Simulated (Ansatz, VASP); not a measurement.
## Be2As: VASP beside Ansatz

File INCAR:

```
ALGO     = Fast           # electronic algorithm
EDIFF    = 1E-6           # SCF threshold, eV
EDIFFG   = -0.01          # ionic threshold
ENCUT    = 600            # plane-wave cutoff, eV
GGA      = PE             # functional
IBRION   = 2              # ionic algorithm
ISIF     = 3              # what is computed and relaxed
ISMEAR   = 0              # smearing method
LASPH    = True           # aspherical terms in the spheres
LCHARG   = False          # write CHGCAR
LREAL    = False          # projectors in reciprocal space
LWAVE    = False          # write WAVECAR
NELM     = 80             # most SCF steps
NSW      = 100            # ionic steps
PREC     = Accurate       # precision mode
SIGMA    = 0.1            # smearing width, eV
```

KPOINTS

```
k-points
0
Gamma
  18 18 18
```

Contents of POSCAR:

```
Be2As
1.0
    1.7903069155      1.0336341796      3.5472226434
   -1.7903069155      1.0336341796      3.5472226434
    0.0000000000     -2.0672683592      3.5472226434
Be As
2 1
Direct
    0.2233419593      0.2233419593      0.2233419593
    0.7766580407      0.7766580407      0.7766580407
    0.0000000000      0.0000000000      0.0000000000
```

Input for Ansatz:

```yaml
crystal:
  lattice:
    - [1.7903069155, 1.0336341796, 3.5472226434]
    - [-1.7903069155, 1.0336341796, 3.5472226434]
    - [0.0, -2.0672683592, 3.5472226434]
  atoms:
    - { symbol: Be, position: [0.2233419593, 0.2233419593, 0.2233419593] }
    - { symbol: Be, position: [0.7766580407, 0.7766580407, 0.7766580407] }
    - { symbol: As, position: [0.0, 0.0, 0.0] }
basis:
  ecutwfc: 420
kpoints:
  mp_grid: { grid: [18, 18, 18] }
hamiltonian:
  xc: pbe
scf:
  occupations: { method: gaussian, width: 0.1 }
output:
  forces: true
  stress: true
  eigenvalues: true
  write_density: true
  write_potential: true
  elf: true
  volumetric_format: npy
relax:
  adjacent_minimum: "off"
  f_tol: 0.01
  max_steps: 80
  cell: { stress_tol: 0.05 }
```

Alike in both runs: task relaxation of cell and atoms; functional PBE; k mesh 18 × 18 × 18; occupations gaussian, width 0.1 eV; no spin polarisation.

|  | VASP | Ansatz |
| --- | --- | --- |
| version | VASP 6.6.1 | Ansatz 0.2.0 |
| potentials or method | VASP PAW PBE potentials, release 64 (Be, As), cutoff 600 eV | scalar-relativistic, plane waves, PAW |
| valence electrons in the cell | 9 | 19 |

|  | VASP | Ansatz | Ansatz less VASP |
| --- | --- | --- | --- |
| gap on the k mesh at the Fermi level, each at its own relaxed structure (eV) | none | none | - |
| relaxed volume (Å³/atom) | 13.23 | 13.19 | -0.038 |
| relaxed length of the cell vector where the two differ most in proportion (Å) | 4.095 | 4.092 | -0.0030 |

A gap of «none» marks a metal or a gap that the smearing closes. VASP's potentials hold 9 valence electrons a cell and Ansatz's 19, so a difference there can come from the potentials and not from the codes.
